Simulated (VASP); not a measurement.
# CdS (Hawleyite) in VASP: further runs

CdS (Hawleyite) is run at these levels: PBE; tasks: single point, relaxation of the atoms.

Everything below comes from runs of VASP 6.6.1. Logs are shortened: lines on timing, memory, paths and dates and some standing lists are left out, and cuts for length are marked.

### 1 The cell of the first run

The structure is cubic, space group F-43m (No. 216). The conventional cell has a = 5.947 Å, b = 5.947 Å, c = 5.947 Å, α = 90.00°, β = 90.00°, γ = 90.00°. Within 3.4 Å of Cd (site symmetry -43m) lie 4 S at 2.58 Å. S (site symmetry -43m) has 4 Cd at 2.58 Å within 3.4 Å.

### 2 Single point, PBE (volume scaled by 1.06, then relaxed in part)

INCAR

```
PREC = Accurate
ENCUT = 540
EDIFF = 1E-6
ISMEAR = -1
SIGMA = 0.02
LREAL = F
LASPH = T
NELM = 120
ALGO = Normal
ISIF = 2
LWAVE = F
LCHARG = F
GGA = PE
NBANDS = 20
GGA_COMPAT = F
```

KPOINTS

```
regular mesh
0
Gamma
  13 13 13
```

POSCAR

```
CdS
1.0
    0.0000000000      2.9737007966      2.9737007966
    2.9737007966      0.0000000000      2.9737007966
    2.9737007966      2.9737007966      0.0000000000
Cd S
1 1
Direct
    0.0000000000      0.0000000000      0.0000000000
    0.2500000000      0.2500000000      0.2500000000
```

Potentials or basis: VASP PAW PBE potentials, release 64 (Cd_sv_GW, S).

Command:

```sh
> cat potpaw_PBE.64/Cd_sv_GW/POTCAR potpaw_PBE.64/S/POTCAR > POTCAR
> mpirun -np 1 vasp_std > vasp.out
```

OUTCAR:

```text
PREC = Accurate
   ENCUT = 540
   EDIFF = 1E-6
   ISMEAR = -1
   LREAL = F
   LASPH = T
   NELM = 120
   ISIF = 2
   GGA = PE

 ion  position               nearest neighbor table
   1  0.000  0.000  0.000-   2 2.58   2 2.58   2 2.58   2 2.58
   2  0.250  0.250  0.250-   1 2.58   1 2.58   1 2.58   1 2.58

  LATTYP: Found a face centered cubic cell.
 ALAT       =     5.9474015932

  Lattice vectors:

 A1 = (   0.0000000000,   2.9737007966,   2.9737007966)
 A2 = (   2.9737007966,   0.0000000000,   2.9737007966)
 A3 = (   2.9737007966,   2.9737007966,   0.0000000000)

Analysis of symmetry for initial positions (statically):
=====================================================================
 Subroutine PRICEL returns:
 Original cell was already a primitive cell.

 Routine SETGRP: Setting up the symmetry group for a
 face centered cubic supercell.

 Subroutine GETGRP returns: Found 24 space group operations
 (whereof 24 operations were pure point group operations)
 out of a pool of 48 trial point group operations.

The static configuration has the point symmetry T_d .

Analysis of symmetry for dynamics (positions and initial velocities):
=====================================================================
 Subroutine PRICEL returns:
 Original cell was already a primitive cell.

 Routine SETGRP: Setting up the symmetry group for a
 face centered cubic supercell.

 Subroutine GETGRP returns: Found 24 space group operations
 (whereof 24 operations were pure point group operations)
 out of a pool of 48 trial point group operations.

The dynamic configuration has the point symmetry T_d .

 Subroutine INISYM returns: Found 24 space group operations
 (whereof 24 operations are pure point group operations),
 and found     1 'primitive' translations

----------------------------------------------------------------------------------------

                                     Primitive cell

  volume of cell :      52.5923

  direct lattice vectors                    reciprocal lattice vectors
     0.000000000  2.973700797  2.973700797    -0.168140655  0.168140655  0.168140655
     2.973700797  0.000000000  2.973700797     0.168140655 -0.168140655  0.168140655
     2.973700797  2.973700797  0.000000000     0.168140655  0.168140655 -0.168140655

  length of vectors
     4.205447997  4.205447997  4.205447997     0.291228157  0.291228157  0.291228157

  position of ions in fractional coordinates (direct lattice)
     0.000000000  0.000000000  0.000000000
     0.250000000  0.250000000  0.250000000

  ion indices of the primitive-cell ions
   primitive index   ion index
                 1           1
                 2           2

----------------------------------------------------------------------------------------

 KPOINTS: regular mesh

Automatic generation of k-mesh.
 Grid dimensions read from file:
 generate k-points for:   13   13   13

 Generating k-lattice:

  Cartesian coordinates                     Fractional coordinates (reciprocal lattice)
    -0.012933897  0.012933897  0.012933897     0.076923077  0.000000000  0.000000000
     0.012933897 -0.012933897  0.012933897     0.000000000  0.076923077  0.000000000
     0.012933897  0.012933897 -0.012933897     0.000000000  0.000000000  0.076923077

  Length of vectors
     0.022402166  0.022402166  0.022402166

  Shift w.r.t. Gamma in fractional coordinates (k-lattice)
     0.000000000  0.000000000  0.000000000

 Subroutine IBZKPT returns following result:
 ===========================================

 Found     84 irreducible k-points:

 Following reciprocal coordinates:
            Coordinates               Weight
  0.000000  0.000000  0.000000      1.000000
  0.076923  0.000000  0.000000      8.000000
  0.153846  0.000000  0.000000      8.000000
  0.230769  0.000000  0.000000      8.000000
  0.307692  0.000000  0.000000      8.000000
  0.384615  0.000000  0.000000      8.000000
[... 16 lines left out ...]
  0.384615  0.153846  0.000000     24.000000
  0.461538  0.153846  0.000000     24.000000
 [... further k-points ...]
   k-points           NKPTS =     84   k-points in BZ     NKDIM =     84   number of bands    NBANDS=     20
   number of dos      NEDOS =    301   number of ions     NIONS =      2
   total plane-waves  NPLWV =  32768
   dimension x,y,z NGX =    32 NGY =   32 NGZ =   32
   dimension x,y,z NGXF=    64 NGYF=   64 NGZF=   64
   ions per type =               1   1
   NGX,Y,Z   is equivalent  to a cutoff of  12.65, 12.65, 12.65 a.u.
   NGXF,Y,Z  is equivalent  to a cutoff of  25.30, 25.30, 25.30 a.u.
 SYSTEM =  unknown system
   PREC   = accura    normal or accurate (medium, high low for compatibility)
   ISTART =      0    job   : 0-new  1-cont  2-samecut
   ICHARG =      2    charge: 1-file 2-atom 10-const
   ISPIN  =      1    spin polarized calculation?
   LNONCOLLINEAR =      F non collinear calculations
   LSORBIT =      F    spin-orbit coupling
   LASPH  =      T    aspherical Exc in radial PAW
   ENCUT  =  540.0 eV  39.69 Ry    6.30 a.u.   7.97  7.97  7.97*2*pi/ulx,y,z
   NELM   =    120;   NELMIN=  2; NELMDL= -5     # of ELM steps
   EDIFF  = 0.1E-05   stopping-criterion for ELM
   LREAL  =      F    real-space projection
   EDIFFG = 0.1E-04   stopping-criterion for IOM
   NSW    =      0    number of steps for IOM
   IBRION =     -1    ionic relax: 0-MD 1-quasi-New 2-CG
   NFREE  =      0    steps in history (QN), initial steepest desc. (CG)
   ISIF   =      2    stress and relaxation
   ISYM   =      2    0-nonsym 1-usesym 2-fastsym
   POTIM  = 0.5000    time-step for ionic-motion
   TEBEG  =    0.0;   TEEND  =   0.0 temperature during run
   PSTRESS=    0.0 pullay stress
   NELECT =      26.0000    total number of electrons
   NUPDOWN=      -1.0000    fix difference up-down
   EMIN   =  10.00;   EMAX   =-10.00  energy-range for DOS
   EFERMI =   0.00;   METHOD = LEGACY
   ISMEAR =    -1;   SIGMA  =   0.02  broadening in eV -4-tet -1-fermi 0-gaus
   EFERMI_NEDOS =   21; number of points for ismear=-14 and -15
   IALGO  =     38    algorithm
   IMIX   =      4    mixing-type and parameters
     AMIX     =   0.40;   BMIX     =  1.00
     AMIX_MAG =   1.60;   BMIX_MAG =  1.00
  volume/ion in A,a.u.               =      26.30       177.46
  Fermi-wavevector in a.u.,A,eV,Ry     =   1.294470  2.446194 22.798640  1.675653
  Thomas-Fermi vector in A             =   2.426051
   LORBIT       =      0    0 simple, 1 ext, 2 COOP (PROOUT), +10 PAW based schemes
   GGA     = PE    functional components
   LHFCALC =     F    Hartree Fock is set to
   AEXX    =    0.0000 exact exchange contribution
   IVDW    =     0    specifies the selected vdW correction
   LEPSILON=     F    determine dielectric tensor
   LRPA    =     F    only Hartree local field effects (RPA)
 non-spin polarized calculation
  energy-cutoff  :      540.00
  volume of cell :       52.59
 maximum number of plane-waves:      1516
   NGX = 15   NGY = 15   NGZ = 15

 number of electron      26.0000000 magnetization

 Free energy of the ion-electron system (eV)
  ---------------------------------------------------
  ext. energy  EPLUGINS =         0.00000000
  ---------------------------------------------------
  free energy    TOTEN  =        -6.21698264 eV

  energy without entropy =       -6.21698264  energy(sigma->0) =       -6.21698264

 E-fermi :   2.9848     XC(G=0):  -8.9854

 val. band max:        2.2893846530   @ k =   0.0000   0.0000   0.0000
 cond. band min:       3.3056810021   @ k =   0.0000   0.0000   0.0000
 fundamental gap:      1.0162963491
 Fermi energy:         2.9847735540

 k-point     1 :       0.0000    0.0000    0.0000
  band No.  band energies     occupation
      1     -98.9396      2.00000
      2     -60.0058      2.00000
      3     -60.0058      2.00000
      4     -60.0058      2.00000
      5      -9.7364      2.00000
      6      -5.2421      2.00000
[... 12 lines left out ...]
     19      13.6813      0.00000
     20      13.6813      0.00000

 k-point     2 :       0.0769    0.0000    0.0000
  band No.  band energies     occupation
      1     -98.9396      2.00000
      2     -60.0059      2.00000
      3     -60.0058      2.00000
      4     -60.0058      2.00000
      5      -9.7150      2.00000
      6      -5.2345      2.00000
[... 12 lines left out ...]
     19      13.3775      0.00000
     20      13.7409      0.00000

 k-point     3 :       0.1538    0.0000    0.0000
  band No.  band energies     occupation
      1     -98.9396      2.00000
      2     -60.0066      2.00000
      3     -60.0060      2.00000
      4     -60.0060      2.00000
      5      -9.6556      2.00000
      6      -5.2143      2.00000
[... 12 lines left out ...]
     19      12.9618      0.00000
     20      13.9760      0.00000

 k-point     4 :       0.2308    0.0000    0.0000
  band No.  band energies     occupation
      1     -98.9396      2.00000
      2     -60.0066      2.00000
      3     -60.0059      2.00000
      4     -60.0059      2.00000
      5      -9.5715      2.00000
      6      -5.1879      2.00000
[... 12 lines left out ...]
     19      12.8262      0.00000
     20      13.5444      0.00000

 k-point     5 :       0.3077    0.0000    0.0000
  band No.  band energies     occupation
      1     -98.9397      2.00000
      2     -60.0067      2.00000
      3     -60.0063      2.00000
      4     -60.0063      2.00000
      5      -9.4821      2.00000
      6      -5.1642      2.00000
[... 12 lines left out ...]
     19      13.1019      0.00000
     20      13.1982      0.00000

 k-point     6 :       0.3846    0.0000    0.0000
  band No.  band energies     occupation
      1     -98.9397      2.00000
      2     -60.0069      2.00000
      3     -60.0062      2.00000
      4     -60.0062      2.00000
      5      -9.4083      2.00000
      6      -5.1478      2.00000
[... 12 lines left out ...]
     19      13.7376      0.00000
     20      13.7376      0.00000

 k-point     7 :       0.4615    0.0000    0.0000
  band No.  band energies     occupation
      1     -98.9396      2.00000
      2     -60.0070      2.00000
      3     -60.0061      2.00000
      4     -60.0061      2.00000
      5      -9.3669      2.00000
      6      -5.1403      2.00000
[... 12 lines left out ...]
     19      14.4734      0.00000
     20      14.4734      0.00000
[... 277 lines left out ...]
 k-point    20 :       0.1538    0.1538    0.0000
  band No.  band energies     occupation
      1     -98.9396      2.00000
      2     -60.0065      2.00000
      3     -60.0060      2.00000
      4     -60.0060      2.00000
      5      -9.6289      2.00000
      6      -5.1861      2.00000
[... 12 lines left out ...]
     19      13.8190      0.00000
     20      15.0752      0.00000

 k-point    21 :       0.2308    0.1538    0.0000
  band No.  band energies     occupation
      1     -98.9396      2.00000
      2     -60.0065      2.00000
      3     -60.0062      2.00000
      4     -60.0060      2.00000
      5      -9.5660      2.00000
      6      -5.1701      2.00000
[... 12 lines left out ...]
     19      13.7871      0.00000
     20      15.3433      0.00000

 k-point    22 :       0.3077    0.1538    0.0000
  band No.  band energies     occupation
      1     -98.9397      2.00000
      2     -60.0068      2.00000
      3     -60.0063      2.00000
      4     -60.0061      2.00000
      5      -9.4871      2.00000
      6      -5.1520      2.00000
[... 12 lines left out ...]
     19      13.8724      0.00000
     20      14.9373      0.00000

 k-point    23 :       0.3846    0.1538    0.0000
  band No.  band energies     occupation
      1     -98.9396      2.00000
      2     -60.0067      2.00000
      3     -60.0063      2.00000
      4     -60.0062      2.00000
      5      -9.4105      2.00000
      6      -5.1356      2.00000
[... 12 lines left out ...]
     19      14.2680      0.00000
     20      14.6788      0.00000

 k-point    24 :       0.4615    0.1538    0.0000
  band No.  band energies     occupation
      1     -98.9397      2.00000
      2     -60.0068      2.00000
      3     -60.0064      2.00000
      4     -60.0062      2.00000
      5      -9.3538      2.00000
      6      -5.1253      2.00000
[... 12 lines left out ...]
     19      14.7135      0.00000
     20      14.7260      0.00000

 [... further k-points ...]
[... 5 lines left out ...]
  --------------------------------------------------------------------------------------
  -------------------------------------------------------------------------------------
  Total       -0.4927023     -0.4927023     -0.4927023      0.0000000     -0.0000000     -0.0000000
  in kB      -15.0097464    -15.0097464    -15.0097464      0.0000000     -0.0000000     -0.0000000
  external PRESSURE =     -15.0097464 kB  Pullay stress =       0.0000000 kB

 VOLUME and BASIS-vectors are now :
 -----------------------------------------------------------------------------
  energy-cutoff  :      540.00
  volume of cell :       52.59
      direct lattice vectors                 reciprocal lattice vectors
     0.000000000  2.973700797  2.973700797    -0.168140655  0.168140655  0.168140655
     2.973700797  0.000000000  2.973700797     0.168140655 -0.168140655  0.168140655
     2.973700797  2.973700797  0.000000000     0.168140655  0.168140655 -0.168140655

 POSITION                                       TOTAL-FORCE (eV/Angst)
 -----------------------------------------------------------------------------------
      0.00000      0.00000      0.00000         0.000000      0.000000      0.000000
      1.48685      1.48685      1.48685        -0.000000      0.000000     -0.000000
 -----------------------------------------------------------------------------------
    total drift:                                0.000000      0.000000      0.000000

  FREE ENERGIE OF THE ION-ELECTRON SYSTEM (eV)
  ---------------------------------------------------
  free  energy   TOTEN  =        -6.2169826422 eV

  energy  without entropy=       -6.2169826421  energy(sigma->0) =       -6.21698264
```

It took 56 s on 1 thread of AMD EPYC 7R13 (Zen 3), shared host; peak memory 0.23 GiB.

What came out:

| Property | Result |
| --- | --- |
| Free energy | -6.2170 eV |
| Pressure | -1.5 GPa |
| Band gap on the k mesh | 1.02 eV, direct |

### 3 Relaxation of the atoms, PBE (z stretched by +3 %)

INCAR

```
SYSTEM = CdS
ALGO = Normal
EDIFF = 1E-6
EDIFFG = -0.02
ENCUT = 520
GGA = PE
IBRION = 2
ISIF = 2
ISMEAR = -1
LASPH = .TRUE.
LCHARG = .FALSE.
LREAL = .FALSE.
LWAVE = .FALSE.
NELM = 100
NSW = 80
PREC = Accurate
SIGMA = 0.02
```

KPOINTS

```
k-points
0
G
  13 13 13
  0 0 0
```

POSCAR

```
CdS
1.0
    0.0000000000      2.9165000000      3.0039950000
    2.9165000000      0.0000000000      3.0039950000
    2.9165000000      2.9165000000      0.0000000000
Cd S
1 1
Direct
    0.0000000000      0.0000000000      0.0000000000
    0.2500000000      0.2500000000      0.2500000000
```

Potentials or basis: VASP PAW PBE potentials, release 64 (Cd, S).

Command:

```sh
> cat potpaw_PBE.64/Cd/POTCAR potpaw_PBE.64/S/POTCAR > POTCAR
> mpirun -np 1 vasp_std > vasp.out
```

It took 3 min on 1 thread of Oxide Virtual Turin-like, shared host; peak memory 0.25 GiB.

The run converged. Its results:

```yaml
Free_energy: -6.1409 eV
Pressure_after_relaxing: 1.3 GPa
Band_gap_on_the_k_mesh: 1.05 eV, direct
```

Stress tensor (GPa, compression positive):
```
1.50 0.00 0.00
0.00 1.50 0.00
0.00 0.00 0.93
```

Final structure:
```yaml
crystal:
  lattice:
    - [0.00000, 2.91650, 3.00400]
    - [2.91650, 0.00000, 3.00400]
    - [2.91650, 2.91650, 0.00000]
  atoms:
    - { symbol: Cd, position: [0.00000, 0.00000, 0.00000] }
    - { symbol: S, position: [0.25000, 0.25000, 0.25000] }
```

Levels at points of the mesh, in eV from the valence-band top:
```
           k point  band 7  band 8  band 9  band 10  band 11  band 12
(0.00, 0.00, 0.00)   -0.09    0.00    0.00     1.05     6.53     6.53
```

Caveat: the cell differs from its parent crystal (z stretched by +3 %); the relaxation stopped at its first step, so nothing moved.
